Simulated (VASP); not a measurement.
# YCd2Cl4 (F-43m) in VASP: single point with PBE

Aim: the single point of YCd2Cl4 with PBE.

Everything below comes from runs of VASP 6.6.1. Logs are shortened: lines on timing, memory, paths and dates and some standing lists are left out, and cuts for length are marked.

## (1) The cell of the first run

It takes space group F-43m (No. 216, cubic). Conventional cell: a = 9.657 Å, b = 9.657 Å, c = 9.657 Å, α = 90.00°, β = 90.00°, γ = 90.00°. Within 5.4 Å of Y (site symmetry -43m) lie 12 Cl at 4.08 Å and 10 Cd at 4.18 to 4.83 Å. Cd (site symmetry -43m) has 4 Cl at 2.44 Å within 3.2 Å. Cd (site symmetry -43m) has 4 Cl at 1.74 Å within 2.3 Å. Within 2.3 Å of Cl (site symmetry 3m) lie 1 Cd at 1.74 Å.

## (2) Single point, PBE

INCAR

```
ALGO     = Normal         # electronic algorithm
EDIFF    = 1E-7           # SCF threshold, eV
ENCUT    = 520            # plane-wave cutoff, eV
GGA      = PE             # functional
ISIF     = 2              # what is computed and relaxed
ISMEAR   = 0              # smearing method
LASPH    = T              # aspherical terms in the spheres
LCHARG   = T              # write CHGCAR
LELF     = T              # ELF
LREAL    = F              # projectors in reciprocal space
LVHAR    = T            
LWAVE    = F              # write WAVECAR
NBANDS   = 40             # bands
NELM     = 100            # most SCF steps
PREC     = Accurate       # precision mode
SIGMA    = 0.1            # smearing width, eV
```

KPOINTS

```
k-points
0
Gamma
  4 4 4
```

POSCAR

```
YCd2Cl4
1.0
    0.0000000000      4.8284339600      4.8284339600
    4.8284339600      0.0000000000      4.8284339600
    4.8284339600      4.8284339600      0.0000000000
Y Cd Cl
1 2 4
Direct
    0.0000000000      0.0000000000      0.0000000000
    0.2500000000      0.2500000000      0.2500000000
    0.5000000000      0.5000000000      0.5000000000
    0.3959252700      0.8122241800      0.3959252700
    0.3959252700      0.3959252700      0.3959252700
    0.8122241800      0.3959252700      0.3959252700
    0.3959252700      0.3959252700      0.8122241800
```

Potentials or basis: VASP PAW PBE potentials, release 64 (Y_sv, Cd, Cl).

Run with:

```sh
> cat potpaw_PBE.64/Y_sv/POTCAR potpaw_PBE.64/Cd/POTCAR potpaw_PBE.64/Cl/POTCAR > POTCAR
> mpirun -np 1 vasp_std > vasp.out
```

OUTCAR:

```text
EDIFF = 1E-7
   ENCUT = 520
   GGA = PE
   ISIF = 2
   ISMEAR = 0
   LASPH = T
   LREAL = F
   NELM = 100
   PREC = Accurate

 ion  position               nearest neighbor table
   1  0.000  0.000  0.000-
   2  0.250  0.250  0.250-   5 2.44   4 2.44   6 2.44   7 2.44
   3  0.500  0.500  0.500-   4 1.74   6 1.74   7 1.74   5 1.74
   4  0.396  0.812  0.396-   3 1.74   2 2.44
   5  0.396  0.396  0.396-   3 1.74   2 2.44
   6  0.812  0.396  0.396-   3 1.74   2 2.44
   7  0.396  0.396  0.812-   3 1.74   2 2.44

  LATTYP: Found a face centered cubic cell.
 ALAT       =     9.6568679200

  Lattice vectors:

 A1 = (   0.0000000000,   4.8284339600,   4.8284339600)
 A2 = (   4.8284339600,   0.0000000000,   4.8284339600)
 A3 = (   4.8284339600,   4.8284339600,   0.0000000000)

Analysis of symmetry for initial positions (statically):
=====================================================================
 Subroutine PRICEL returns:
 Original cell was already a primitive cell.

 Routine SETGRP: Setting up the symmetry group for a
 face centered cubic supercell.

 Subroutine GETGRP returns: Found 24 space group operations
 (whereof 24 operations were pure point group operations)
 out of a pool of 48 trial point group operations.

The static configuration has the point symmetry T_d .

Analysis of symmetry for dynamics (positions and initial velocities):
=====================================================================
 Subroutine PRICEL returns:
 Original cell was already a primitive cell.

 Routine SETGRP: Setting up the symmetry group for a
 face centered cubic supercell.

 Subroutine GETGRP returns: Found 24 space group operations
 (whereof 24 operations were pure point group operations)
 out of a pool of 48 trial point group operations.

The dynamic configuration has the point symmetry T_d .

 Subroutine INISYM returns: Found 24 space group operations
 (whereof 24 operations are pure point group operations),
 and found     1 'primitive' translations

----------------------------------------------------------------------------------------

                                     Primitive cell

  volume of cell :     225.1380

[... 81 lines left out ...]
   EDIFF  = 0.1E-06   stopping-criterion for ELM
   LREAL  =      F    real-space projection
   EDIFFG = 0.1E-05   stopping-criterion for IOM
   NSW    =      0    number of steps for IOM
   IBRION =     -1    ionic relax: 0-MD 1-quasi-New 2-CG
   NFREE  =      0    steps in history (QN), initial steepest desc. (CG)
   ISIF   =      2    stress and relaxation
   ISYM   =      2    0-nonsym 1-usesym 2-fastsym
   POTIM  = 0.5000    time-step for ionic-motion
   TEBEG  =    0.0;   TEEND  =   0.0 temperature during run
   PSTRESS=    0.0 pullay stress
   NELECT =      63.0000    total number of electrons
   NUPDOWN=      -1.0000    fix difference up-down
   EMIN   =  10.00;   EMAX   =-10.00  energy-range for DOS
   EFERMI =   0.00;   METHOD = LEGACY
   ISMEAR =     0;   SIGMA  =   0.10  broadening in eV -4-tet -1-fermi 0-gaus
   EFERMI_NEDOS =   21; number of points for ismear=-14 and -15
   IALGO  =     38    algorithm
   IMIX   =      4    mixing-type and parameters
     AMIX     =   0.40;   BMIX     =  1.00
     AMIX_MAG =   1.60;   BMIX_MAG =  1.00
  volume/ion in A,a.u.               =      32.16       217.04
  Fermi-wavevector in a.u.,A,eV,Ry     =   1.070793  2.023505 15.600398  1.146597
  Thomas-Fermi vector in A             =   2.206513
   LORBIT       =      0    0 simple, 1 ext, 2 COOP (PROOUT), +10 PAW based schemes
   GGA     = PE    functional components
   LHFCALC =     F    Hartree Fock is set to
   AEXX    =    0.0000 exact exchange contribution
   IVDW    =     0    specifies the selected vdW correction
   LEPSILON=     F    determine dielectric tensor
   LRPA    =     F    only Hartree local field effects (RPA)
 non-spin polarized calculation
 Gauss-broadening in eV      SIGMA  =   0.10
  energy-cutoff  :      520.00
  volume of cell :      225.14
 maximum number of plane-waves:      6102
 NGX is ok and might be reduce to    54
   NGX = 25   NGY = 25   NGZ = 25

 number of electron      62.9999989 magnetization

 Free energy of the ion-electron system (eV)
  ---------------------------------------------------
  ext. energy  EPLUGINS =         0.00000000
  ---------------------------------------------------
  free energy    TOTEN  =        12.43425896 eV

  energy without entropy =       12.48576795  energy(sigma->0) =       12.46001346

 E-fermi :   2.9769     XC(G=0):  -7.6559

 val. band max:        2.9424301088   @ k =   0.5000   0.5000   0.0000
 cond. band min:       2.9924310995   @ k =  -0.2500   0.2500   0.0000
 fundamental gap:      0.0500009907
 Fermi energy:         2.9768722575

 k-point     1 :       0.0000    0.0000    0.0000
  band No.  band energies     occupation
      1     -42.4598      2.00000
      2     -22.3169      2.00000
      3     -22.3169      2.00000
      4     -22.3169      2.00000
      5     -17.6973      2.00000
      6     -17.5990      2.00000
[... 333 lines left out ...]
     39       5.0085      0.00000
     40       5.5447      0.00000

------------------------ aborting loop because EDIFF is reached ----------------------------------------

  FORCE on cell =-STRESS in cart. coord.  units (eV):
  Direction    XX          YY          ZZ          XY          YZ          ZX
  --------------------------------------------------------------------------------------
  -------------------------------------------------------------------------------------
  Total       84.1628104     84.1628104     84.1628104      0.0000000      0.0000000      0.0000000
  in kB      598.9380837    598.9380837    598.9380837      0.0000000      0.0000000      0.0000000
  external PRESSURE =     598.9380837 kB  Pullay stress =       0.0000000 kB

 VOLUME and BASIS-vectors are now :
 -----------------------------------------------------------------------------
  energy-cutoff  :      520.00
  volume of cell :      225.14
      direct lattice vectors                 reciprocal lattice vectors
     0.000000000  4.828433960  4.828433960    -0.103553244  0.103553244  0.103553244
     4.828433960  0.000000000  4.828433960     0.103553244 -0.103553244  0.103553244
     4.828433960  4.828433960  0.000000000     0.103553244  0.103553244 -0.103553244

 POSITION                                       TOTAL-FORCE (eV/Angst)
 -----------------------------------------------------------------------------------
      0.00000      0.00000      0.00000         0.000000      0.000000      0.000000
      2.41422      2.41422      2.41422         0.000000      0.000000      0.000000
      4.82843      4.82843      4.82843         0.000000      0.000000      0.000000
      5.83347      3.82340      5.83347        19.176315    -19.176315     19.176315
      3.82340      3.82340      3.82340       -19.176315    -19.176315    -19.176315
      3.82340      5.83347      5.83347       -19.176315     19.176315     19.176315
      5.83347      5.83347      3.82340        19.176315     19.176315    -19.176315
 -----------------------------------------------------------------------------------
    total drift:                                0.000097      0.000097      0.000097

  FREE ENERGIE OF THE ION-ELECTRON SYSTEM (eV)
  ---------------------------------------------------
  free  energy   TOTEN  =        12.4342589632 eV

  energy  without entropy=       12.4857679489  energy(sigma->0) =       12.46001346
```

OSZICAR:

```text
N       E                     dE             d eps       ncg     rms          rms(c)
DAV:   1     0.528082464585E+03    0.52808E+03   -0.29534E+04   640   0.140E+03
DAV:   2     0.543848350922E+02   -0.47370E+03   -0.45562E+03   784   0.337E+02
DAV:   3     0.110472054236E+02   -0.43338E+02   -0.42218E+02   784   0.956E+01
[... 11 lines left out ...]
DAV:  15     0.124342608723E+02   -0.25384E-05   -0.32365E-06   736   0.963E-03    0.641E-03
DAV:  16     0.124342598943E+02   -0.97803E-06   -0.14528E-06   624   0.393E-03    0.346E-03
DAV:  17     0.124342590610E+02   -0.83329E-06   -0.10660E-06   592   0.374E-03    0.176E-03
DAV:  18     0.124342589576E+02   -0.10343E-06   -0.22114E-07   552   0.185E-03    0.507E-04
DAV:  19     0.124342589632E+02    0.56480E-08   -0.16114E-08   456   0.522E-04
   1 F= 0.12434259E+02 E0= 0.12460013E+02  d E =-.515090E-01
```

stdout:

```text
POSCAR found type information on POSCAR Y CdCl
 POSCAR found :  3 types and       7 ions
 scaLAPACK will be used
 LDA part: xc-table for (Slater+PW92), standard interpolation
 POSCAR, INCAR and KPOINTS ok, starting setup
 FFT: planning ... GRIDC
 FFT: planning ... GRID_SOFT
 FFT: planning ... GRID
 WAVECAR not read
 entering main loop
```

Wall time 99 s (1 thread of AMD EPYC 9R45 (Zen 5), shared host); peak memory 0.4 GiB.

Results:

```yaml
Free_energy: 12.4343 eV
Pressure: 59.9 GPa
Largest_force: 33.214 eV/Å
```

Forces on the atoms (eV/Å):
```
Y     0.000   0.000   0.000
Cd    0.000   0.000   0.000
Cd    0.000   0.000   0.000
Cl   19.176 -19.176  19.176
Cl  -19.176 -19.176 -19.176
Cl  -19.176  19.176  19.176
Cl   19.176  19.176 -19.176
```

Levels at points of the mesh, in eV from the Fermi level:
| k point | band 28 | band 29 | band 30 | band 31 | band 32 | band 33 | band 34 | band 35 |
| --- | --- | --- | --- | --- | --- | --- | --- | --- |
| (0.00, 0.00, 0.00) | -2.72 | -2.72 | -2.72 | -1.74 | 0.10 | 0.11 | 0.11 | 0.11 |
| (0.50, 0.00, 0.00) | -4.76 | -3.02 | -3.02 | -0.71 | -0.06 | 0.25 | 0.25 | 0.40 |
| (0.50, 0.50, 0.00) | -4.56 | -3.43 | -3.43 | -0.61 | -0.03 | 0.24 | 0.26 | 0.26 |

Caveat: an odd number of electrons without spin polarisation forces a metal; a magnetic or distorted state may lie lower.
